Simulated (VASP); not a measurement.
Write the native input for VASP 6.6.1 that does the following.

```
Task                   : single point
Functional             : PBE
Potentials or basis    : VASP PAW PBE potentials, release 64 (Ir)
Cutoff                 : 520 eV
k mesh                 : 18 × 18 × 10
Occupations            : gaussian, width 0.15 eV
Spin                   : no spin polarisation
Dipole correction      : no
Further INCAR settings : ALGO = Fast; EDIFF = 1e-06; NBANDS = 16
```

The structure of Ir lies in POSCAR:

```
Ir
1.0
    2.8028000000      0.0000000000      0.0000000000
   -1.4014000000      2.4272960017      0.0000000000
    0.0000000000      0.0000000000      4.3342000000
Ir
2
Direct
    0.6666666667      0.3333333333      0.7500000000
    0.3333333333      0.6666666667      0.2500000000
```

The input as run:

INCAR

```
SYSTEM = Ir
ALGO     = Fast           ! electronic algorithm
EDIFF    = 1E-6           ! SCF threshold, eV
ENCUT    = 520            ! plane-wave cutoff, eV
GGA      = PE             ! functional
ISIF     = 2              ! what is computed and relaxed
ISMEAR   = 0              ! smearing method
LASPH    = .TRUE.         ! aspherical terms in the spheres
LCHARG   = .FALSE.        ! write CHGCAR
LREAL    = .FALSE.        ! projectors in reciprocal space
LWAVE    = .FALSE.        ! write WAVECAR
NBANDS   = 16             ! bands
NELM     = 60             ! most SCF steps
PREC     = Accurate       ! precision mode
SIGMA    = 0.15           ! smearing width, eV
```

KPOINTS

```
k-points
0
G
  18 18 10
  0 0 0
```

Potentials or basis: VASP PAW PBE potentials, release 64 (Ir).

Command:

```sh
$ cat potpaw_PBE.64/Ir/POTCAR > POTCAR
$ mpirun -np 1 vasp_std > vasp.out
```

It gave:

| Item | Value |
| --- | --- |
| Pressure | -2.4 GPa |
| Band gap on the k mesh | zero (band 9 reaches 10.68 eV, above the bottom of band 10 at 7.62 eV) |

Caveat: spin-orbit coupling is left out, which moves the levels of the heavy elements.

It took 47 s on 1 thread of Intel(R) Xeon(R) 6975P-C (Granite Rapids), on a shared host, peak memory 0.22 GiB.
